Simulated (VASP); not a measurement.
Write the native input for VASP 6.6.1 that does the following.

* Task: single point
* Functional: r2SCAN
* Potentials or basis: VASP PAW PBE potentials, release 64 (Ge_d, C, N)
* Cutoff: 520 eV
* k mesh: 4 × 8 × 4
* Occupations: fermi-dirac, width 0.02 eV
* Spin: no spin polarisation
* Dipole correction: no
* Further INCAR settings: ALGO = Normal; EDIFF = 1e-06; NBANDS = 65

Ge2CN4:

```xyz
14
Lattice="7.5863 0.0000 0.0098 0.0000 2.9051 0.0000 -3.7848 0.0000 6.5028" Properties=species:S:1:pos:R:3 pbc="T T T"
Ge    2.2881    0.7263    1.2782
Ge   -1.7176    2.1789    4.9160
Ge    5.5191    0.7263    1.5966
Ge    1.5134    2.1789    5.2344
C     0.0989    2.1789    2.7935
C     3.7027    0.7263    3.7190
N     3.8320    0.7263    2.3181
N    -0.0305    2.1789    4.1944
N     0.8393    0.7263    2.3639
N     2.3356    2.1789    0.2082
N     6.4450    2.1789    2.1128
N    -2.6434    0.7263    4.3997
N     2.9622    2.1789    4.1487
N     1.4659    0.7263    6.3043
```

One way to write it, as run:

POSCAR

```
Ge2CN4
1.0
    7.5863375957      0.0000000000      0.0097594017
    0.0000000000      2.9051458706      0.0000000000
   -3.7847913407      0.0000000000      6.5027688162
Ge C N
4 2 8
Direct
    0.3993751763      0.2500000000      0.1959587085
    0.1506361849      0.7500000000      0.7557522034
    0.8493638151      0.2500000000      0.2442477966
    0.6006248237      0.7500000000      0.8040412915
    0.2271875573      0.7500000000      0.4292511523
    0.7728124427      0.2500000000      0.5707488477
    0.6824558793      0.2500000000      0.3554602941
    0.3175441207      0.7500000000      0.6445397059
    0.2917732718      0.2500000000      0.3630770905
    0.3236036476      0.7500000000      0.0315381728
    1.0108838967      0.7500000000      0.3233880159
   -0.0108838967      0.2500000000      0.6766119841
    0.7082267282      0.7500000000      0.6369229095
    0.6763963524      0.2500000000      0.9684618272
```

INCAR.step1

```
SYSTEM = Ge2CN4
PREC = Accurate
ENCUT = 520
ISMEAR = -1
SIGMA = 0.02
LREAL = .False.
LASPH = .True.
NELM = 80
NBANDS = 65
GGA = PE
ALGO = Normal
EDIFF = 1E-4
LWAVE = .True.
LCHARG = .False.
```

INCAR.step2

```
SYSTEM = Ge2CN4
PREC = Accurate
ENCUT = 520
EDIFF = 1E-6
ISMEAR = -1
SIGMA = 0.02
LREAL = .False.
LASPH = .True.
NELM = 80
ALGO = Normal
ISIF = 2
LWAVE = .False.
LCHARG = .True.
METAGGA = R2SCAN
LMIXTAU = .True.
LELF = .True.
LVHAR = .True.
NBANDS = 65
ISTART = 1
```

KPOINTS

```
regular mesh
0
Gamma
  4 8 4
  0 0 0
```

Potentials or basis: VASP PAW PBE potentials, release 64 (Ge_d, C, N).

Launch:

```console
$ cat potpaw_PBE.64/Ge_d/POTCAR potpaw_PBE.64/C/POTCAR potpaw_PBE.64/N/POTCAR > POTCAR
$ cp INCAR.step1 INCAR
$ mpirun -np 1 vasp_std > vasp.out
$ cp INCAR.step2 INCAR
$ mpirun -np 1 vasp_std > vasp.out
```

It gave:

* Pressure: 0.8 GPa
* Largest force: 0.090 eV/Å
* Band gap on the k mesh: 1.44 eV (least direct gap 1.77 eV)

Caveat: the PAW data sets were made with another functional, which shifts forces and pressure a little.

Wall time 56 min on 1 thread of Oxide Virtual Turin-like Processor, with other jobs on the host, peak memory 0.48 GiB.
